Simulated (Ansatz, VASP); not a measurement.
TlSn2 in VASP and in Ansatz

```
CELL_PARAMETERS angstrom
-2.04988 2.04988 5.19428
2.04988 -2.04988 5.19428
2.04988 2.04988 -5.19428
ATOMIC_POSITIONS crystal
Tl 0.00000 0.00000 0.00000
Sn 0.67798 0.67798 0.00000
Sn 0.32202 0.32202 0.00000
```

Alike in both runs: functional PBE; k mesh 6 × 6 × 6; occupations gaussian, width 0.1 eV; no spin polarisation.

Ansatz relaxed the structure, and its values are those at the end. VASP's run is a single point on that final structure, the one shown.

|  | VASP | Ansatz |
| --- | --- | --- |
| version | VASP 6.6.1 | Ansatz 0.2.0 |
| potentials or method | VASP PAW PBE potentials, release 64 (Tl_d, Sn_d), cutoff 520 eV | scalar-relativistic, plane waves, PAW |
| valence electrons in the cell | 41 | 41 |

|  | VASP | Ansatz | Ansatz less VASP |
| --- | --- | --- | --- |
| gap on the k mesh at the Fermi level (eV) | none | none | - |
| pressure (GPa) | 0.1 | 0.1 | +0.03 |
| rms of the force components (eV/Å) | 0.005 | 0.006 | 0.0000 |

A gap of «none» marks a metal or a gap that the smearing closes.

The k mesh is coarse, so the values compare programs but aren't converged. Neither program's run includes spin-orbit coupling.
